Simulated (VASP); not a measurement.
# Sr (Pm-3m) in VASP: a series of runs

Runs on Sr. Level: PBEsol. Tasks: relaxation of cell and atoms, single point.

Program: VASP 6.6.1. These are calculated values, not measurements. Logs are shortened: lines on timing, memory, paths and dates and some standing lists are left out, and cuts for length are marked.

## Step 1: The cell of the first run

It takes space group Pm-3m (No. 221, cubic). Conventional cell: a = 3.933 Å, b = 3.933 Å, c = 3.933 Å, α = 90.00°, β = 90.00°, γ = 90.00°. Sr (site symmetry m-3m) has 6 Sr at 3.93 Å within 5.2 Å.

This isn't the form of Sr at room conditions, which is fcc.

## Step 2: Relaxation of cell and atoms, PBEsol

INCAR reads:

```
SYSTEM = Sr
PREC     = Accurate       ! precision mode
ENCUT    = 600            ! plane-wave cutoff, eV
EDIFF    = 1E-7           ! SCF threshold, eV
ISMEAR   = -1             ! smearing method
SIGMA    = 0.1            ! smearing width, eV
LREAL    = .False.        ! projectors in reciprocal space
LASPH    = .True.         ! aspherical terms in the spheres
NELM     = 60             ! most SCF steps
ALGO     = Normal         ! electronic algorithm
ISIF     = 3              ! what is computed and relaxed
LWAVE    = .False.        ! write WAVECAR
LCHARG   = .False.        ! write CHGCAR
GGA      = PS             ! functional
IBRION   = 2              ! ionic algorithm
NSW      = 80             ! ionic steps
EDIFFG   = -0.01          ! ionic threshold
```

KPOINTS reads:

```
regular mesh
0
Gamma
  8 8 8
  0 0 0
```

POSCAR reads:

```
Sr
1.0
    3.9327266275      0.0000000000      0.0000000000
    0.0000000000      3.9327266275      0.0000000000
    0.0000000000      0.0000000000      3.9327266275
Sr
1
Direct
    0.0000000000      0.0000000000      0.0000000000
```

Potentials or basis: VASP PAW PBE potentials, release 64 (Sr_sv).

Run with:

```console
$ cat potpaw_PBE.64/Sr_sv/POTCAR > POTCAR
$ mpirun -np 1 vasp_std > vasp.out
```

OUTCAR:

```text
SYSTEM = Sr
   PREC = Accurate
   ENCUT = 600
   EDIFF = 1E-7
   ISMEAR = -1
   LREAL = .False.
   LASPH = .True.
   NELM = 60
   ISIF = 3
   GGA = PS
   IBRION = 2
   NSW = 80
   EDIFFG = -0.01

 ion  position               nearest neighbor table
   1  0.000  0.000  0.000-

  LATTYP: Found a simple cubic cell.
 ALAT       =     3.9327266275

  Lattice vectors:

 A1 = (   3.9327266275,   0.0000000000,   0.0000000000)
 A2 = (   0.0000000000,   3.9327266275,   0.0000000000)
 A3 = (   0.0000000000,   0.0000000000,   3.9327266275)

Analysis of symmetry for initial positions (statically):
=====================================================================
 Subroutine PRICEL returns:
 Original cell was already a primitive cell.

 Routine SETGRP: Setting up the symmetry group for a
 simple cubic supercell.

 Subroutine GETGRP returns: Found 48 space group operations
 (whereof 48 operations were pure point group operations)
 out of a pool of 48 trial point group operations.

The static configuration has the point symmetry O_h .

Analysis of symmetry for dynamics (positions and initial velocities):
=====================================================================
 Subroutine PRICEL returns:
 Original cell was already a primitive cell.

 Routine SETGRP: Setting up the symmetry group for a
 simple cubic supercell.

 Subroutine GETGRP returns: Found 48 space group operations
 (whereof 48 operations were pure point group operations)
 out of a pool of 48 trial point group operations.

The dynamic configuration has the point symmetry O_h .

 Subroutine INISYM returns: Found 48 space group operations
 (whereof 48 operations are pure point group operations),
 and found     1 'primitive' translations

----------------------------------------------------------------------------------------

                                     Primitive cell

  volume of cell :      60.8249

  direct lattice vectors                    reciprocal lattice vectors
     3.932726628  0.000000000  0.000000000     0.254276510  0.000000000  0.000000000
     0.000000000  3.932726628  0.000000000     0.000000000  0.254276510  0.000000000
     0.000000000  0.000000000  3.932726628     0.000000000  0.000000000  0.254276510

  length of vectors
     3.932726628  3.932726628  3.932726628     0.254276510  0.254276510  0.254276510

  position of ions in fractional coordinates (direct lattice)
     0.000000000  0.000000000  0.000000000

  ion indices of the primitive-cell ions
   primitive index   ion index
                 1           1

----------------------------------------------------------------------------------------

 KPOINTS: regular mesh

Automatic generation of k-mesh.
 Grid dimensions read from file:
 generate k-points for:    8    8    8

 Generating k-lattice:

  Cartesian coordinates                     Fractional coordinates (reciprocal lattice)
     0.031784564  0.000000000  0.000000000     0.125000000  0.000000000  0.000000000
     0.000000000  0.031784564  0.000000000     0.000000000  0.125000000  0.000000000
     0.000000000  0.000000000  0.031784564     0.000000000  0.000000000  0.125000000

  Length of vectors
     0.031784564  0.031784564  0.031784564

  Shift w.r.t. Gamma in fractional coordinates (k-lattice)
     0.000000000  0.000000000  0.000000000

 Subroutine IBZKPT returns following result:
 ===========================================

 Found     35 irreducible k-points:

 Following reciprocal coordinates:
            Coordinates               Weight
  0.000000  0.000000  0.000000      1.000000
  0.125000  0.000000  0.000000      6.000000
  0.250000  0.000000  0.000000      6.000000
  0.375000  0.000000  0.000000      6.000000
  0.500000  0.000000  0.000000      3.000000
  0.125000  0.125000  0.000000     12.000000
[... 16 lines left out ...]
  0.375000  0.375000  0.125000     24.000000
  0.500000  0.375000  0.125000     24.000000
 [... further k-points ...]
   k-points           NKPTS =     35   k-points in BZ     NKDIM =     35   number of bands    NBANDS=      9
   number of dos      NEDOS =    301   number of ions     NIONS =      1
   total plane-waves  NPLWV =  32768
   dimension x,y,z NGX =    32 NGY =   32 NGZ =   32
   dimension x,y,z NGXF=    64 NGYF=   64 NGZF=   64
   ions per type =               1
   NGX,Y,Z   is equivalent  to a cutoff of  13.53, 13.53, 13.53 a.u.
   NGXF,Y,Z  is equivalent  to a cutoff of  27.05, 27.05, 27.05 a.u.
 SYSTEM =  Sr
   PREC   = accura    normal or accurate (medium, high low for compatibility)
   ISTART =      0    job   : 0-new  1-cont  2-samecut
   ICHARG =      2    charge: 1-file 2-atom 10-const
   ISPIN  =      1    spin polarized calculation?
   LNONCOLLINEAR =      F non collinear calculations
   LSORBIT =      F    spin-orbit coupling
   LASPH  =      T    aspherical Exc in radial PAW
   ENCUT  =  600.0 eV  44.10 Ry    6.64 a.u.   7.85  7.85  7.85*2*pi/ulx,y,z
   NELM   =     60;   NELMIN=  2; NELMDL= -5     # of ELM steps
   EDIFF  = 0.1E-06   stopping-criterion for ELM
   LREAL  =      F    real-space projection
   EDIFFG = -.1E-01   stopping-criterion for IOM
   NSW    =     80    number of steps for IOM
   IBRION =      2    ionic relax: 0-MD 1-quasi-New 2-CG
   NFREE  =      1    steps in history (QN), initial steepest desc. (CG)
   ISIF   =      3    stress and relaxation
   ISYM   =      2    0-nonsym 1-usesym 2-fastsym
   POTIM  = 0.5000    time-step for ionic-motion
   TEBEG  =    0.0;   TEEND  =   0.0 temperature during run
   PSTRESS=    0.0 pullay stress
   NELECT =      10.0000    total number of electrons
   NUPDOWN=      -1.0000    fix difference up-down
   EMIN   =  10.00;   EMAX   =-10.00  energy-range for DOS
   EFERMI =   0.00;   METHOD = LEGACY
   ISMEAR =    -1;   SIGMA  =   0.10  broadening in eV -4-tet -1-fermi 0-gaus
   EFERMI_NEDOS =   21; number of points for ismear=-14 and -15
   IALGO  =     38    algorithm
   IMIX   =      4    mixing-type and parameters
     AMIX     =   0.40;   BMIX     =  1.00
     AMIX_MAG =   1.60;   BMIX_MAG =  1.00
  volume/ion in A,a.u.               =      60.82       410.47
  Fermi-wavevector in a.u.,A,eV,Ry     =   0.896839  1.694780 10.943437  0.804320
  Thomas-Fermi vector in A             =   2.019348
   LORBIT       =      0    0 simple, 1 ext, 2 COOP (PROOUT), +10 PAW based schemes
   GGA     = PS    functional components
   LHFCALC =     F    Hartree Fock is set to
   AEXX    =    0.0000 exact exchange contribution
   IVDW    =     0    specifies the selected vdW correction
   LEPSILON=     F    determine dielectric tensor
   LRPA    =     F    only Hartree local field effects (RPA)
 conjugate gradient relaxation of ions
 non-spin polarized calculation
  energy-cutoff  :      600.00
  volume of cell :       60.82
 maximum number of plane-waves:      2048
 NGX is ok and might be reduce to    32
   NGX = 15   NGY = 15   NGZ = 15

--------------------------------------- Ionic step        1  -------------------------------------------

 number of electron      10.0000000 magnetization

 Free energy of the ion-electron system (eV)
  ---------------------------------------------------
  ext. energy  EPLUGINS =         0.00000000
  ---------------------------------------------------
  free energy    TOTEN  =        -1.45567290 eV

  energy without entropy =       -1.41508620  energy(sigma->0) =       -1.43537955

------------------------ aborting loop because EDIFF is reached ----------------------------------------

  FORCE on cell =-STRESS in cart. coord.  units (eV):
  Direction    XX          YY          ZZ          XY          YZ          ZX
  --------------------------------------------------------------------------------------
  -------------------------------------------------------------------------------------
  Total       -0.2841671     -0.2841671     -0.2841671      0.0000000      0.0000000      0.0000000
  in kB       -7.4851960     -7.4851960     -7.4851960      0.0000000      0.0000000      0.0000000
  external PRESSURE =      -7.4851960 kB  Pullay stress =       0.0000000 kB
[... 90 lines left out ...]
  energy  without entropy=       -1.4317833286  energy(sigma->0) =       -1.45178693

--------------------------------------- Ionic step        4  -------------------------------------------

 number of electron      10.0000000 magnetization

 Free energy of the ion-electron system (eV)
  ---------------------------------------------------
  ext. energy  EPLUGINS =         0.00000000
  ---------------------------------------------------
  free energy    TOTEN  =        -1.47201814 eV

  energy without entropy =       -1.43222724  energy(sigma->0) =       -1.45212269

 E-fermi :   1.3490     XC(G=0):  -7.4625

 val. band max:        1.3079672596   @ k =   0.5000   0.3750   0.2500
 cond. band min:       1.4641392980   @ k =   0.3750   0.3750   0.3750
 fundamental gap:      0.1561720384
 Fermi energy:         1.3489760115

 k-point     1 :       0.0000    0.0000    0.0000
  band No.  band energies     occupation
      1     -35.2751      2.00000
      2     -17.1235      2.00000
      3     -17.1235      2.00000
      4     -17.1235      2.00000
      5      -2.0882      2.00000
      6       2.0724      0.00144
      7       2.0724      0.00144
      8       6.5415      0.00000
      9       6.5415      0.00000
[... 265 lines left out ...]
 k-point    24 :       0.5000    0.3750    0.1250
  band No.  band energies     occupation
      1     -35.2304      2.00000
      2     -17.4125      2.00000
      3     -17.3613      2.00000
      4     -17.1171      2.00000
      5       1.0313      1.91990
      6       2.0647      0.00156
      7       3.3506      0.00000
      8       3.5688      0.00000
      9       5.1836      0.00000

 [... further k-points ...]

------------------------ aborting loop because EDIFF is reached ----------------------------------------

  FORCE on cell =-STRESS in cart. coord.  units (eV):
  Direction    XX          YY          ZZ          XY          YZ          ZX
  --------------------------------------------------------------------------------------
  -------------------------------------------------------------------------------------
  Total        0.0002513      0.0002513      0.0002513      0.0000000      0.0000000     -0.0000000
  in kB        0.0074279      0.0074279      0.0074279      0.0000000      0.0000000     -0.0000000
  external PRESSURE =       0.0074279 kB  Pullay stress =       0.0000000 kB
[... 16 lines left out ...]
  FREE ENERGIE OF THE ION-ELECTRON SYSTEM (eV)
  ---------------------------------------------------
  free  energy   TOTEN  =        -1.4720181367 eV

  energy  without entropy=       -1.4322272444  energy(sigma->0) =       -1.45212269

 reached required accuracy - stopping structural energy minimisation
```

It took 86 s on 1 thread of Intel Xeon 8259CL, shared host; peak memory 0.2 GiB.

What came out:

- Free energy: -1.4720 eV
- Relaxed volume: 54.21 Å³/atom
- Relaxed cell: a = 3.785 Å, b = 3.785 Å, c = 3.785 Å, α = 90.00°, β = 90.00°, γ = 90.00°
- Space group after relaxing (to 0.1 Å): Pm-3m (No. 221)
- Energy gained by relaxing: 16.3 meV/atom
- Ionic steps: 4
- Pressure after relaxing: 0.0 GPa
- Band gap on the k mesh: zero (bands 5 and 6 overlap by 0.81 eV)

The path:
| step | energy change (eV) | largest force (eV/Å) | pressure (GPa) | volume (Å³) |
| --- | --- | --- | --- | --- |
| 1 | 0.0000 | 0.0000 | -0.75 | 60.82 |
| 2 | -0.0097 | 0.0000 | -0.50 | 58.36 |
| 3 | -0.0161 | 0.0000 | -0.10 | 54.96 |
| 4 | -0.0163 | 0.0000 | 0.00 | 54.21 |

Final structure:
```
Sr
1.0
     3.78459    0.00000    0.00000
     0.00000    3.78459    0.00000
     0.00000    0.00000    3.78459
Sr
1
Cartesian
  0.0000 0.0000 0.0000
```

Caveat: the PAW data sets were made with another functional, which shifts forces and pressure a little.

## Step 3: Single point, PBEsol

This run uses another cell than the first one, of 53.82 Å³/atom.

INCAR reads:

```
PREC = Accurate ; ENCUT = 520
EDIFF = 1E-7 ; ISMEAR = -1
SIGMA = 0.1 ; LREAL = False
LASPH = True ; NELM = 60
ALGO = Normal ; ISIF = 2
LWAVE = False ; LCHARG = False
GGA = PS ; NBANDS = 11
```

KPOINTS reads:

```
Automatic mesh
0
Gamma
  14 14 14
```

POSCAR reads:

```
Sr
1.0
    3.7754641562      0.0000000000      0.0000000000
    0.0000000000      3.7754641562      0.0000000000
    0.0000000000      0.0000000000      3.7754641562
Sr
1
Direct
    0.0000000000      0.0000000000      0.0000000000
```

Potentials or basis: VASP PAW PBE potentials, release 64 (Sr_sv).

Run with:

```console
$ cat potpaw_PBE.64/Sr_sv/POTCAR > POTCAR
$ mpirun -np 1 vasp_std > vasp.out
```

Run time: 74 s. Hardware: 1 thread of Intel Xeon 8259CL, shared host; peak memory 0.21 GiB.

Results (log left out):

| Item | Value |
| --- | --- |
| Free energy | -1.4703 eV |
| Pressure | 0.0 GPa |
| Band gap on the k mesh | zero (bands 5 and 6 overlap by 0.76 eV) |

Levels at points of the mesh, in eV from the Fermi level:
| k point | band 1 | band 2 | band 3 | band 4 | band 5 | band 6 | band 7 | band 8 | band 9 | band 10 |
| --- | --- | --- | --- | --- | --- | --- | --- | --- | --- | --- |
| (0.00, 0.00, 0.00) | -36.66 | -18.50 | -18.50 | -18.50 | -3.49 | 0.68 | 0.68 | 5.18 | 5.18 | 5.18 |
| (0.50, 0.00, 0.00) | -36.64 | -18.85 | -18.48 | -18.48 | -1.23 | -0.12 | 1.27 | 3.19 | 3.19 | 5.38 |
| (0.50, 0.50, 0.00) | -36.61 | -18.80 | -18.80 | -18.45 | -0.56 | 0.75 | 2.47 | 2.47 | 3.66 | 3.66 |
| (0.50, 0.50, 0.50) | -36.59 | -18.76 | -18.76 | -18.76 | 0.51 | 0.51 | 0.51 | 4.63 | 5.47 | 5.47 |

Caveat: the PAW data sets were made with another functional, which shifts forces and pressure a little.
